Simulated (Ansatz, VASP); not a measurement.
# Two plane-wave programs on La

```
La
1.0
     3.28110    0.00000    0.00000
     0.00000    3.28110    0.00000
     0.00000    0.00000    3.40132
La
1
Cartesian
  1.6406 1.6406 0.0000
```

Alike in both runs: functional PBE; k mesh 6 × 6 × 6; occupations gaussian, width 0.1 eV; no spin polarisation.

Ansatz relaxed the structure, and its values are those at the end. VASP's run is a single point on that final structure, the one shown.

|  | VASP | Ansatz |
| --- | --- | --- |
| version | VASP 6.6.1 | Ansatz 0.2.0 |
| potentials or method | VASP PAW PBE potentials, release 64 (La), cutoff 520 eV | scalar-relativistic, plane waves, PAW |
| valence electrons in the cell | 11 | 11 |

```csv
,VASP,Ansatz,Ansatz less VASP
gap on the k mesh at the Fermi level (eV),none,none,-
pressure (GPa),0.1,0.1,-0.03
```

A gap of «none» marks a metal or a gap that the smearing closes. The functional is the same, so the differences come from potentials, cutoffs and numerics.

Neither program's run includes spin-orbit coupling.
